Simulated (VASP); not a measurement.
Here is a VASP 6.6.1 calculation.

INCAR

```
PREC     = Accurate       # precision mode
ENCUT    = 520            # plane-wave cutoff, eV
EDIFF    = 1E-6           # SCF threshold, eV
ISMEAR   = 0              # smearing method
SIGMA    = 0.01           # smearing width, eV
LREAL    = False          # projectors in reciprocal space
LASPH    = True           # aspherical terms in the spheres
NELM     = 80             # most SCF steps
ALGO     = Normal         # electronic algorithm
ISIF     = 2              # what is computed and relaxed
LWAVE    = False          # write WAVECAR
LCHARG   = False          # write CHGCAR
GGA      = CA             # functional
NBANDS   = 11             # bands
```

KPOINTS

```
regular mesh
0
Gamma
  10 10 10
```

The input POSCAR:

```
MgO
1.0
    2.1003881376      2.1003881376      0.0000000000
   -2.1003881376      2.1003881376      0.0000000000
    0.0000000000      2.1003881376      2.0675985272
Mg O
1 1
Direct
    0.0000000000      0.0000000000      0.0000000000
    0.5000000000      0.5000000000      0.0000000000
```

Potentials or basis: VASP PAW LDA potentials, release 64 (Mg, O).

Run with:

```sh
$ cat potpaw_LDA.64/Mg/POTCAR potpaw_LDA.64/O/POTCAR > POTCAR
$ mpirun -np 1 vasp_std > vasp.out
```

Problem. What does it give for the pressure?

Solution. -4.0 GPa.

Problem. Predict the band gap on the k mesh.

Solution. 4.88 eV, direct.

Stress tensor (GPa, compression positive):
```
-5.12  0.00  0.00
 0.00 -5.12  0.00
 0.00  0.00 -1.65
```

Caveat: the cell differs from its parent crystal (in-plane strain +0.01, then relaxed in part).
